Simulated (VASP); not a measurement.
# PbF2 (Fm-3m) in VASP: notebook

PbF2 is run at these levels: PBE; tasks: single point, relaxation of cell and atoms.

Everything below comes from runs of VASP 6.6.1. Logs are shortened: lines on timing, memory, paths and dates and some standing lists are left out, and cuts for length are marked.

## Step 1: The cell of the first run

Symmetry: Fm-3m, No. 225, cubic system. Conventional cell: a = 6.000 Å, b = 6.000 Å, c = 6.000 Å, α = 90.00°, β = 90.00°, γ = 90.00°. Pb (site symmetry m-3m) has 8 F at 2.60 Å within 3.4 Å. F (site symmetry -43m) has 4 Pb at 2.60 Å and 6 F at 3.00 Å within 3.4 Å.

## Step 2: Single point, PBE

The input, INCAR:

```
SYSTEM = PbF2
ALGO = Normal
EDIFF = 1E-6
ENCUT = 520
GGA = PE
ISIF = 2
ISMEAR = 0
LASPH = .TRUE.
LCHARG = .FALSE.
LREAL = .FALSE.
LWAVE = .FALSE.
NBANDS = 21
NELM = 60
PREC = Accurate
SIGMA = 0.02
```

The input, KPOINTS:

```
k-points
0
G
  8 8 8
  0 0 0
```

The input, POSCAR:

```
PbF2
1.0
    0.0000000000      3.0000716065      3.0000716065
    3.0000716065      0.0000000000      3.0000716065
    3.0000716065      3.0000716065      0.0000000000
Pb F
1 2
Direct
    0.0000000000      0.0000000000      0.0000000000
    0.2500000000      0.2500000000      0.2500000000
    0.7500000000      0.7500000000      0.7500000000
```

Potentials or basis: VASP PAW PBE potentials, release 64 (Pb_d, F).

On the command line:

```
> cat potpaw_PBE.64/Pb_d/POTCAR potpaw_PBE.64/F/POTCAR > POTCAR
> mpirun -np 1 vasp_std > vasp.out
```

OUTCAR:

```text
SYSTEM = PbF2
   EDIFF = 1E-6
   ENCUT = 520
   GGA = PE
   ISIF = 2
   ISMEAR = 0
   LASPH = .TRUE.
   LREAL = .FALSE.
   NELM = 60
   PREC = Accurate

 ion  position               nearest neighbor table
   1  0.000  0.000  0.000-   3 2.60   3 2.60   2 2.60   2 2.60   3 2.60   2 2.60   3 2.60   2 2.60

   2  0.250  0.250  0.250-   1 2.60   1 2.60   1 2.60   1 2.60
   3  0.750  0.750  0.750-   1 2.60   1 2.60   1 2.60   1 2.60

  LATTYP: Found a face centered cubic cell.
 ALAT       =     6.0001432130

  Lattice vectors:

 A1 = (   0.0000000000,   3.0000716065,   3.0000716065)
 A2 = (   3.0000716065,   0.0000000000,   3.0000716065)
 A3 = (   3.0000716065,   3.0000716065,   0.0000000000)

Analysis of symmetry for initial positions (statically):
=====================================================================
 Subroutine PRICEL returns:
 Original cell was already a primitive cell.

 Routine SETGRP: Setting up the symmetry group for a
 face centered cubic supercell.

 Subroutine GETGRP returns: Found 48 space group operations
 (whereof 48 operations were pure point group operations)
 out of a pool of 48 trial point group operations.

The static configuration has the point symmetry O_h .

Analysis of symmetry for dynamics (positions and initial velocities):
=====================================================================
 Subroutine PRICEL returns:
 Original cell was already a primitive cell.

 Routine SETGRP: Setting up the symmetry group for a
 face centered cubic supercell.

 Subroutine GETGRP returns: Found 48 space group operations
 (whereof 48 operations were pure point group operations)
 out of a pool of 48 trial point group operations.

The dynamic configuration has the point symmetry O_h .

 Subroutine INISYM returns: Found 48 space group operations
 (whereof 48 operations are pure point group operations),
 and found     1 'primitive' translations

----------------------------------------------------------------------------------------

                                     Primitive cell

  volume of cell :      54.0039

  direct lattice vectors                    reciprocal lattice vectors
     0.000000000  3.000071607  3.000071607    -0.166662689  0.166662689  0.166662689
     3.000071607  0.000000000  3.000071607     0.166662689 -0.166662689  0.166662689
     3.000071607  3.000071607  0.000000000     0.166662689  0.166662689 -0.166662689

  length of vectors
     4.242741954  4.242741954  4.242741954     0.288668244  0.288668244  0.288668244

  position of ions in fractional coordinates (direct lattice)
     0.000000000  0.000000000  0.000000000
     0.250000000  0.250000000  0.250000000
     0.750000000  0.750000000  0.750000000

  ion indices of the primitive-cell ions
   primitive index   ion index
                 1           1
                 2           2
                 3           3

----------------------------------------------------------------------------------------

 KPOINTS: k-points

Automatic generation of k-mesh.
 Grid dimensions read from file:
 generate k-points for:    8    8    8

 Generating k-lattice:

  Cartesian coordinates                     Fractional coordinates (reciprocal lattice)
    -0.020832836  0.020832836  0.020832836     0.125000000  0.000000000  0.000000000
     0.020832836 -0.020832836  0.020832836     0.000000000  0.125000000  0.000000000
     0.020832836  0.020832836 -0.020832836     0.000000000  0.000000000  0.125000000

  Length of vectors
     0.036083531  0.036083531  0.036083531

  Shift w.r.t. Gamma in fractional coordinates (k-lattice)
     0.000000000  0.000000000  0.000000000

 Subroutine IBZKPT returns following result:
 ===========================================

 Found     29 irreducible k-points:

 Following reciprocal coordinates:
            Coordinates               Weight
  0.000000  0.000000  0.000000      1.000000
  0.125000  0.000000  0.000000      8.000000
  0.250000  0.000000  0.000000      8.000000
  0.375000  0.000000  0.000000      8.000000
  0.500000  0.000000  0.000000      4.000000
  0.125000  0.125000  0.000000      6.000000
[... 16 lines left out ...]
  0.500000  0.250000  0.125000     48.000000
 -0.375000  0.250000  0.125000     24.000000
 [... further k-points ...]
   k-points           NKPTS =     29   k-points in BZ     NKDIM =     29   number of bands    NBANDS=     21
   number of dos      NEDOS =    301   number of ions     NIONS =      3
   total plane-waves  NPLWV =  32768
   dimension x,y,z NGX =    32 NGY =   32 NGZ =   32
   dimension x,y,z NGXF=    64 NGYF=   64 NGZF=   64
   ions per type =               1   2
   NGX,Y,Z   is equivalent  to a cutoff of  12.54, 12.54, 12.54 a.u.
   NGXF,Y,Z  is equivalent  to a cutoff of  25.08, 25.08, 25.08 a.u.
 SYSTEM =  PbF2
   PREC   = accura    normal or accurate (medium, high low for compatibility)
   ISTART =      0    job   : 0-new  1-cont  2-samecut
   ICHARG =      2    charge: 1-file 2-atom 10-const
   ISPIN  =      1    spin polarized calculation?
   LNONCOLLINEAR =      F non collinear calculations
   LSORBIT =      F    spin-orbit coupling
   LASPH  =      T    aspherical Exc in radial PAW
   ENCUT  =  520.0 eV  38.22 Ry    6.18 a.u.   7.89  7.89  7.89*2*pi/ulx,y,z
   NELM   =     60;   NELMIN=  2; NELMDL= -5     # of ELM steps
   EDIFF  = 0.1E-05   stopping-criterion for ELM
   LREAL  =      F    real-space projection
   EDIFFG = 0.1E-04   stopping-criterion for IOM
   NSW    =      0    number of steps for IOM
   IBRION =     -1    ionic relax: 0-MD 1-quasi-New 2-CG
   NFREE  =      0    steps in history (QN), initial steepest desc. (CG)
   ISIF   =      2    stress and relaxation
   ISYM   =      2    0-nonsym 1-usesym 2-fastsym
   POTIM  = 0.5000    time-step for ionic-motion
   TEBEG  =    0.0;   TEEND  =   0.0 temperature during run
   PSTRESS=    0.0 pullay stress
   NELECT =      28.0000    total number of electrons
   NUPDOWN=      -1.0000    fix difference up-down
   EMIN   =  10.00;   EMAX   =-10.00  energy-range for DOS
   EFERMI =   0.00;   METHOD = LEGACY
   ISMEAR =     0;   SIGMA  =   0.02  broadening in eV -4-tet -1-fermi 0-gaus
   EFERMI_NEDOS =   21; number of points for ismear=-14 and -15
   IALGO  =     38    algorithm
   IMIX   =      4    mixing-type and parameters
     AMIX     =   0.40;   BMIX     =  1.00
     AMIX_MAG =   1.60;   BMIX_MAG =  1.00
  volume/ion in A,a.u.               =      18.00       121.48
  Fermi-wavevector in a.u.,A,eV,Ry     =   1.315182  2.485334 23.534051  1.729704
  Thomas-Fermi vector in A             =   2.445383
   LORBIT       =      0    0 simple, 1 ext, 2 COOP (PROOUT), +10 PAW based schemes
   GGA     = PE    functional components
   LHFCALC =     F    Hartree Fock is set to
   AEXX    =    0.0000 exact exchange contribution
   IVDW    =     0    specifies the selected vdW correction
   LEPSILON=     F    determine dielectric tensor
   LRPA    =     F    only Hartree local field effects (RPA)
 non-spin polarized calculation
 Gauss-broadening in eV      SIGMA  =   0.02
  energy-cutoff  :      520.00
  volume of cell :       54.00
 maximum number of plane-waves:      1475
   NGX = 15   NGY = 15   NGZ = 15

 number of electron      28.0000030 magnetization

 Free energy of the ion-electron system (eV)
  ---------------------------------------------------
  ext. energy  EPLUGINS =         0.00000000
  ---------------------------------------------------
  free energy    TOTEN  =       -14.35098426 eV

  energy without entropy =      -14.35098426  energy(sigma->0) =      -14.35098426

 E-fermi :   1.6465     XC(G=0):  -9.2249

 val. band max:        1.4484078497   @ k =  -0.2500   0.5000   0.2500
 cond. band min:       5.8669806709   @ k =   0.5000   0.5000   0.0000
 fundamental gap:      4.4185728212
 Fermi energy:         1.6465411280

 k-point     1 :       0.0000    0.0000    0.0000
  band No.  band energies     occupation
      1     -19.3577      2.00000
      2     -18.7996      2.00000
      3     -12.9531      2.00000
      4     -12.9531      2.00000
      5     -12.9531      2.00000
      6     -12.9110      2.00000
[... 13 lines left out ...]
     20      16.5178      0.00000
     21      18.7078      0.00000

 k-point     2 :       0.1250    0.0000    0.0000
  band No.  band energies     occupation
      1     -19.3308      2.00000
      2     -18.8234      2.00000
      3     -12.9479      2.00000
      4     -12.9479      2.00000
      5     -12.9258      2.00000
      6     -12.9108      2.00000
[... 13 lines left out ...]
     20      16.0975      0.00000
     21      18.1861      0.00000

 k-point     3 :       0.2500    0.0000    0.0000
  band No.  band energies     occupation
      1     -19.2595      2.00000
      2     -18.8872      2.00000
      3     -12.9408      2.00000
      4     -12.9408      2.00000
      5     -12.9049      2.00000
      6     -12.9049      2.00000
[... 13 lines left out ...]
     20      15.5355      0.00000
     21      16.9663      0.00000

 k-point     4 :       0.3750    0.0000    0.0000
  band No.  band energies     occupation
      1     -19.1681      2.00000
      2     -18.9690      2.00000
      3     -12.9410      2.00000
      4     -12.9410      2.00000
      5     -12.8914      2.00000
      6     -12.8914      2.00000
[... 13 lines left out ...]
     20      15.2178      0.00000
     21      15.9149      0.00000

 k-point     5 :       0.5000    0.0000    0.0000
  band No.  band energies     occupation
      1     -19.0984      2.00000
      2     -19.0344      2.00000
      3     -12.9422      2.00000
      4     -12.9422      2.00000
      5     -12.8847      2.00000
      6     -12.8847      2.00000
[... 13 lines left out ...]
     20      15.1270      0.00000
     21      15.4843      0.00000

 k-point     6 :       0.1250    0.1250    0.0000
  band No.  band energies     occupation
      1     -19.3221      2.00000
      2     -18.8309      2.00000
      3     -12.9425      2.00000
      4     -12.9425      2.00000
      5     -12.9226      2.00000
      6     -12.9149      2.00000
[... 13 lines left out ...]
     20      16.6662      0.00000
     21      18.1333      0.00000

 k-point     7 :       0.2500    0.1250    0.0000
  band No.  band energies     occupation
      1     -19.2673      2.00000
      2     -18.8795      2.00000
      3     -12.9331      2.00000
      4     -12.9331      2.00000
      5     -12.9149      2.00000
      6     -12.9023      2.00000
[... 13 lines left out ...]
     20      16.3727      0.00000
     21      17.6898      0.00000
[... 291 lines left out ...]
      1     -19.0769      2.00000
      2     -19.0417      2.00000
      3     -12.9315      2.00000
      4     -12.8996      2.00000
      5     -12.8887      2.00000
      6     -12.8427      2.00000
[... 13 lines left out ...]
     20      16.7361      0.00000
     21      18.0624      0.00000

 k-point    21 :       0.5000    0.5000    0.0000
  band No.  band energies     occupation
      1     -19.1069      2.00000
      2     -19.0085      2.00000
      3     -12.9409      2.00000
      4     -12.8901      2.00000
      5     -12.8789      2.00000
      6     -12.8789      2.00000
[... 13 lines left out ...]
     20      18.1473      0.00000
     21      18.6444      0.00000

 k-point    22 :       0.3750    0.2500    0.1250
  band No.  band energies     occupation
      1     -19.2096      2.00000
      2     -18.9290      2.00000
      3     -12.9270      2.00000
      4     -12.9198      2.00000
      5     -12.9141      2.00000
      6     -12.8879      2.00000
[... 13 lines left out ...]
     20      16.5549      0.00000
     21      17.4008      0.00000

 k-point    23 :       0.5000    0.2500    0.1250
  band No.  band energies     occupation
      1     -19.1369      2.00000
      2     -18.9924      2.00000
      3     -12.9276      2.00000
      4     -12.9188      2.00000
      5     -12.8974      2.00000
      6     -12.8675      2.00000
[... 13 lines left out ...]
     20      17.1016      0.00000
     21      17.6837      0.00000

 k-point    24 :      -0.3750    0.2500    0.1250
  band No.  band energies     occupation
      1     -19.0784      2.00000
      2     -19.0464      2.00000
      3     -12.9277      2.00000
      4     -12.9205      2.00000
      5     -12.8874      2.00000
      6     -12.8595      2.00000
[... 13 lines left out ...]
     20      17.2911      0.00000
     21      17.8334      0.00000

 [... further k-points ...]

------------------------ aborting loop because EDIFF is reached ----------------------------------------

  FORCE on cell =-STRESS in cart. coord.  units (eV):
  Direction    XX          YY          ZZ          XY          YZ          ZX
  --------------------------------------------------------------------------------------
  -------------------------------------------------------------------------------------
  Total       -0.0623593     -0.0623593     -0.0623593      0.0000000      0.0000000     -0.0000000
  in kB       -1.8500649     -1.8500649     -1.8500649      0.0000000      0.0000000     -0.0000000
  external PRESSURE =      -1.8500649 kB  Pullay stress =       0.0000000 kB

 VOLUME and BASIS-vectors are now :
 -----------------------------------------------------------------------------
  energy-cutoff  :      520.00
  volume of cell :       54.00
      direct lattice vectors                 reciprocal lattice vectors
     0.000000000  3.000071607  3.000071607    -0.166662689  0.166662689  0.166662689
     3.000071607  0.000000000  3.000071607     0.166662689 -0.166662689  0.166662689
     3.000071607  3.000071607  0.000000000     0.166662689  0.166662689 -0.166662689

 POSITION                                       TOTAL-FORCE (eV/Angst)
 -----------------------------------------------------------------------------------
      0.00000      0.00000      0.00000         0.000000      0.000000     -0.000000
      1.50004      1.50004      1.50004         0.000000      0.000000      0.000000
      4.50011      4.50011      4.50011        -0.000000     -0.000000     -0.000000
 -----------------------------------------------------------------------------------
    total drift:                                0.000000     -0.000000      0.000000

  FREE ENERGIE OF THE ION-ELECTRON SYSTEM (eV)
  ---------------------------------------------------
  free  energy   TOTEN  =       -14.3509842562 eV

  energy  without entropy=      -14.3509842562  energy(sigma->0) =      -14.35098426
```

Wall time 27 s (1 thread of Intel Xeon Platinum 8259CL at 2.50GHz (Skylake/Cascade Lake), shared host); peak memory 0.19 GiB.

What came out:

```
Free energy            : -14.3510 eV
Pressure               : -0.2 GPa
Band gap on the k mesh : 4.42 eV (least direct gap 4.56 eV)
```

Caveat: spin-orbit coupling is left out, which moves the levels of the heavy elements. A k mesh can miss the band edges.

[end of part 1 of 2]
